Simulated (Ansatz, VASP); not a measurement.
# Two plane-wave programs on SnO2

```
CELL_PARAMETERS angstrom
0.00000 2.53347 2.60947
2.53347 0.00000 2.60947
2.53347 2.53347 0.00000
ATOMIC_POSITIONS crystal
Sn 0.00000 0.00000 0.00000
O 0.25000 0.25000 0.25000
O 0.75000 0.75000 0.75000
```

Change from the starting cell: uniaxial_z strain +3.0%.

Alike in both runs: task single point; functional r2SCAN; k mesh 8 × 8 × 8; occupations fermi-dirac, width 0.02 eV; no spin polarisation.

|  | VASP | Ansatz |
| --- | --- | --- |
| version | VASP 6.6.1 | Ansatz 0.2.0 |
| potentials or method | VASP PAW PBE potentials, release 64 (Sn_d, O) | plane waves, PAW |
| plane-wave cutoff (eV) | 520 | 500 |
| valence electrons in the cell | 26 | 26 |

|  | VASP | Ansatz | Ansatz less VASP |
| --- | --- | --- | --- |
| pressure (GPa) | -5.0 | -6.2 | -1.20 |
| traceless stress, the component that is largest in VASP (GPa) | -9.28 | -9.29 | -0.015 |

VASP's potentials were made for PBE, not for r2SCAN.
